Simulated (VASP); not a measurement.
# TiHg (P4/mmm) in VASP: notebook, part 2 of 2

VASP 6.6.1. The steps go on from the part before.

## (4) Single point, LDA

This run uses another cell than the first one, of 17.33 Å³/atom.

File INCAR:

```
PREC     = Accurate       # precision mode
ENCUT    = 520            # plane-wave cutoff, eV
EDIFF    = 1E-7           # SCF threshold, eV
ISMEAR   = -1             # smearing method
SIGMA    = 0.15           # smearing width, eV
LREAL    = F              # projectors in reciprocal space
LASPH    = T              # aspherical terms in the spheres
NELM     = 80             # most SCF steps
ALGO     = Fast           # electronic algorithm
ISIF     = 2              # what is computed and relaxed
LWAVE    = F              # write WAVECAR
LCHARG   = F              # write CHGCAR
NBANDS   = 19             # bands
```

File KPOINTS:

```
Automatic mesh
0
Gamma
  14 14 10
```

File POSCAR:

```
TiHg
1.0
    2.9424203720      0.0000000000      0.0000000000
    0.0000000000      2.9424203720      0.0000000000
    0.0000000000      0.0000000000      4.0033985772
Ti Hg
1 1
Direct
    0.5000000000      0.5000000000      0.5000000000
    0.0000000000      0.0000000000      0.0000000000
```

Started as:

```bash
cat potpaw_LDA.64/Ti_sv/POTCAR potpaw_LDA.64/Hg/POTCAR > POTCAR
mpirun -np 1 vasp_std > vasp.out
```

Wall time 7.8 min (1 thread of Oxide Virtual Turin-like, shared host); peak memory 0.22 GiB.

The run converged. Its results:

```
Free energy            : -9.9291 eV
Pressure               : 1.1 GPa
Band gap on the k mesh : zero (bands 12 and 13 overlap by 1.24 eV)
```

Levels at points of the mesh, in eV from the Fermi level:
| k point | band 10 | band 11 | band 12 | band 13 | band 14 | band 15 |
| --- | --- | --- | --- | --- | --- | --- |
| (0.00, 0.00, 0.00) | -6.61 | -0.54 | -0.34 | 1.14 | 2.10 | 2.10 |
| (0.50, 0.00, 0.00) | -3.96 | -3.39 | -1.23 | -0.50 | 1.21 | 1.87 |
| (0.50, 0.50, 0.00) | -2.11 | 0.33 | 0.33 | 1.28 | 1.28 | 1.54 |
| (0.00, 0.00, 0.50) | -6.59 | -4.84 | -0.84 | 0.68 | 1.29 | 1.29 |
| (0.50, 0.00, 0.50) | -3.61 | -1.87 | -0.75 | -0.30 | 1.71 | 2.09 |
| (0.50, 0.50, 0.50) | -2.28 | -1.84 | -1.84 | 1.59 | 1.67 | 3.46 |

Caveat: spin-orbit coupling is left out, which moves the levels of the heavy elements.

## (5) Single point, LDA (17.68 Å³/atom)

This run uses another cell than the first one, of 17.68 Å³/atom.

File INCAR:

```
SYSTEM = TiHg
  PREC = Accurate
  ENCUT = 520
  EDIFF = 1E-7
  ISMEAR = -1
  SIGMA = 0.15
  LREAL = .False.
  LASPH = .True.
  NELM = 60
  ALGO = Fast
  ISIF = 2
  LWAVE = .False.
  LCHARG = .True.
  GGA = CA
  LELF = .True.
  LVHAR = .True.
  NBANDS = 19
```

File KPOINTS:

```
Automatic mesh
0
Gamma
  14 14 10
  0 0 0
```

File POSCAR:

```
TiHg
1.0
    2.9642940022      0.0000000000      0.0000000000
    0.0000000000      2.9642940022      0.0000000000
    0.0000000000      0.0000000000      4.0234248064
Ti Hg
1 1
Direct
    0.5000000000      0.5000000000      0.5000000000
    0.0000000000      0.0000000000      0.0000000000
```

Started as:

```bash
cat potpaw_LDA.64/Ti_sv/POTCAR potpaw_LDA.64/Hg/POTCAR > POTCAR
mpirun -np 1 vasp_std > vasp.out
```

It took 7.6 min on 1 thread of Oxide Virtual Turin-like, shared host; peak memory 0.22 GiB.

The run converged. Its results:

```yaml
Free_energy: -9.9286 eV
Pressure: -1.5 GPa
Band_gap_on_the_k_mesh: zero (bands 12 and 13 overlap by 1.19 eV)
```

Levels at points of the mesh, in eV from the Fermi level:
| k point | band 9 | band 10 | band 11 | band 12 | band 13 | band 14 | band 15 | band 16 |
| --- | --- | --- | --- | --- | --- | --- | --- | --- |
| (0.00, 0.00, 0.00) | -7.11 | -6.59 | -0.52 | -0.34 | 1.15 | 2.04 | 2.04 | 2.57 |
| (0.50, 0.00, 0.00) | -6.91 | -3.89 | -3.43 | -1.18 | -0.48 | 1.18 | 1.82 | 3.76 |
| (0.50, 0.50, 0.00) | -5.81 | -2.12 | 0.32 | 0.32 | 1.23 | 1.23 | 1.48 | 3.35 |
| (0.00, 0.00, 0.50) | -6.58 | -6.57 | -4.78 | -0.81 | 0.68 | 1.26 | 1.26 | 2.50 |
| (0.50, 0.00, 0.50) | -7.01 | -3.62 | -1.81 | -0.75 | -0.29 | 1.66 | 2.03 | 2.06 |
| (0.50, 0.50, 0.50) | -5.81 | -2.21 | -1.79 | -1.79 | 1.46 | 1.63 | 3.36 | 5.89 |

Caveat: spin-orbit coupling is left out, which moves the levels of the heavy elements.

## (6) Relaxation of shape and atoms at fixed volume, LDA (16.98 Å³/atom)

This run uses another cell than the first one, of 16.98 Å³/atom.

File INCAR:

```
  PREC = Accurate
  ENCUT = 600
  EDIFF = 1E-6
  ISMEAR = -1
  SIGMA = 0.15
  LREAL = F
  LASPH = T
  NELM = 60
  ALGO = Fast
  ISIF = 4
  LWAVE = F
  LCHARG = F
  GGA = CA
  IBRION = 2
  NSW = 80
  EDIFFG = -0.001
```

File KPOINTS:

```
regular mesh
0
Gamma
  14 14 10
```

File POSCAR:

```
TiHg
1.0
    2.9226719893      0.0000000000      0.0000000000
    0.0000000000      2.9226719893      0.0000000000
    0.0000000000      0.0000000000      3.9765293207
Ti Hg
1 1
Direct
    0.5000000000      0.5000000000      0.5000000000
    0.0000000000      0.0000000000      0.0000000000
```

Potentials or basis: VASP PAW LDA potentials, release 64 (Ti_sv, Hg).

Started as:

```bash
cat potpaw_LDA.64/Ti_sv/POTCAR potpaw_LDA.64/Hg/POTCAR > POTCAR
mpirun -np 1 vasp_std > vasp.out
```

Wall time 9.1 min (1 thread of Oxide Virtual Turin-like, shared host); peak memory 0.24 GiB.

Results (log left out):

* Free energy: -9.9173 eV
* Energy gained by relaxing: 0.0 meV/atom
* Ionic steps: 4
* Pressure after relaxing: 4.1 GPa
* Band gap on the k mesh: zero (bands 12 and 13 overlap by 1.29 eV)

Final structure:
```cif
data_structure
_symmetry_space_group_name_H-M 'P 1'
_symmetry_Int_Tables_number 1
_cell_length_a 2.9216
_cell_length_b 2.9216
_cell_length_c 3.9794
_cell_angle_alpha 90.000
_cell_angle_beta 90.000
_cell_angle_gamma 90.000
_cell_volume 33.97
loop_
_atom_site_label
_atom_site_type_symbol
_atom_site_fract_x
_atom_site_fract_y
_atom_site_fract_z
_atom_site_occupancy
Ti1 Ti 0.50000 0.50000 0.50000 1
Hg1 Hg 0.00000 0.00000 0.00000 1
```

Levels at points of the mesh, in eV from the Fermi level:
```tsv
k point	band 10	band 11	band 12	band 13	band 14	band 15
(0.00, 0.00, 0.00)	-6.65	-0.56	-0.34	1.15	2.16	2.16
(0.50, 0.00, 0.00)	-4.04	-3.36	-1.27	-0.53	1.23	1.91
(0.50, 0.50, 0.00)	-2.10	0.34	0.34	1.32	1.32	1.59
(0.00, 0.00, 0.50)	-6.63	-4.91	-0.88	0.68	1.32	1.32
(0.50, 0.00, 0.50)	-3.61	-1.92	-0.75	-0.30	1.76	2.15
(0.50, 0.50, 0.50)	-2.35	-1.90	-1.90	1.70	1.72	3.56
```

Caveat: spin-orbit coupling is left out, which moves the levels of the heavy elements.

## (7) Summary

| task | cell | k mesh | cutoff (eV) | gap on the mesh (eV) | pressure (GPa) |
| --- | --- | --- | --- | --- | --- |
| relaxation of cell and atoms | relaxed to 25 GPa from a = 2.800, b = 2.800, c = 3.864 Å, 2 atoms | 16 × 16 × 12 | 500 | none | 25.0 |
| single point | a = 2.921, b = 2.921, c = 3.982 Å, 2 atoms | 14 × 14 × 10 | 520 | none | 4.1 |
| single point | a = 2.942, b = 2.942, c = 4.003 Å, 2 atoms | 14 × 14 × 10 | 520 | none | 1.1 |
| single point | a = 2.964, b = 2.964, c = 4.023 Å, 2 atoms | 14 × 14 × 10 | 520 | none | -1.5 |
| relaxation of shape and atoms at fixed volume | relaxed from a = 2.923, b = 2.923, c = 3.977 Å, 2 atoms | 14 × 14 × 10 | 600 | none | 4.1 |

Alike in all rows: level LDA; potentials or basis VASP PAW LDA potentials, release 64 (Ti_sv, Hg); no spin polarisation; smearing fermi-dirac 0.15 eV.

Caveats: spin-orbit coupling is left out, which moves the levels of the heavy elements; the cell is relaxed towards a set pressure, so the run minimises the enthalpy, not the energy (at least some runs); the cell stands under pressure (at least some runs).

Absolute energies hang on the potentials; compare differences alone.
